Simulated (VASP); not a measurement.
Set up this calculation in VASP 6.6.1, as the native input.

```yaml
Task: single point
Functional: PBE
Dispersion: D3(BJ)
Potentials_or_basis: VASP PAW PBE potentials, release 64 (O, H, C)
Cutoff: 520 eV
k_mesh: 1 × 1 × 1
Occupations: fermi-dirac, width 0.05 eV
Spin: no spin polarisation
Dipole_correction: no
Further_INCAR_settings: ALGO = Normal; EDIFF = 1e-06; NBANDS = 60
```

The structure of H20CO9 lies in POSCAR:

```
H20CO9
1.0
    5.3870160000      0.0000000000      0.0000000000
    0.0000000000      4.7777180000      0.0000000000
    0.0000000000      0.0000000000      5.0162260000
O H C
9 20 1
Direct
    0.3193233508      0.9206068671      0.6802923154
    0.8838845105      1.0727297007      0.5610791858
    0.9335780699      0.6535128277      0.7676089554
    0.1363649189      0.5959748985      0.3805450552
    0.0536846373      0.0816917198      0.1199507359
    0.6703154399      0.2961246352      0.8815192936
    0.2883414491      0.4478707199      0.9402287696
    0.5422853765      0.2772034683      0.4396133667
    0.4641716305      0.9454722945      0.1191931942
    0.2546678903      0.7417767227      0.4769322594
    0.1555592187      1.0346152703      0.7042545531
    0.9591766574      1.1160139632      0.3361491288
    0.8275639055      1.1522446490      0.7480524203
    0.8308495835      0.8646596555      0.5804164326
    0.8525499089      0.5007411488      0.8830941828
    0.0038982620      0.5659605695      0.5619962099
    0.3976598547      0.3703023075      0.4363838471
    0.1667899260     -0.0747637261      0.1679948232
    0.1439201220      0.2605637252      0.0564368511
    0.4733789541      0.3171807126      0.9155687961
    0.6720232500      0.3960468157      0.6925126579
    0.2159822804      0.5552232258      1.1781566461
    0.1384996815      0.5412207250      0.8268168141
    0.5021518406      0.1079594903      0.2350372571
    0.4687381660      0.0999221804      0.5551783353
    0.8089265003      0.8756063041      0.0667633396
    0.3818069224      0.8858622464     -0.1262502926
    0.6962296010      0.6413940714      0.3291119658
    0.6111546726      0.5826840345      0.0329331254
    0.6619434581      0.7576838985      0.1439927148
```

One way to write it, as run:

INCAR

```
ALGO = Normal
EDIFF = 1E-6
ENCUT = 520
GGA = PE
GGA_COMPAT = False
ISIF = 2
ISMEAR = -1
IVDW = 12
LASPH = True
LCHARG = False
LREAL = False
LWAVE = False
NBANDS = 60
NELM = 120
PREC = Accurate
SIGMA = 0.05
```

KPOINTS

```
k-points
0
Gamma
  1 1 1
```

Potentials or basis: VASP PAW PBE potentials, release 64 (O, H, C).

Command:

```console
$ cat potpaw_PBE.64/O/POTCAR potpaw_PBE.64/H/POTCAR potpaw_PBE.64/C/POTCAR > POTCAR
$ mpirun -np 1 vasp_gam > vasp.out
```

It gave:

```yaml
Pressure: 44.1 GPa
Largest_force: 5.507 eV/Å
Band_gap_on_the_k_mesh: 5.73 eV
Dispersion_energy_per_atom: -0.084 eV
```

Caveat: the k points lie up to 1.32 Å⁻¹ apart.

Wall time 17 s on 1 thread of Intel(R) Xeon(R) Platinum 8488C (Sapphire Rapids), with other jobs on the host, peak memory 0.3 GiB.
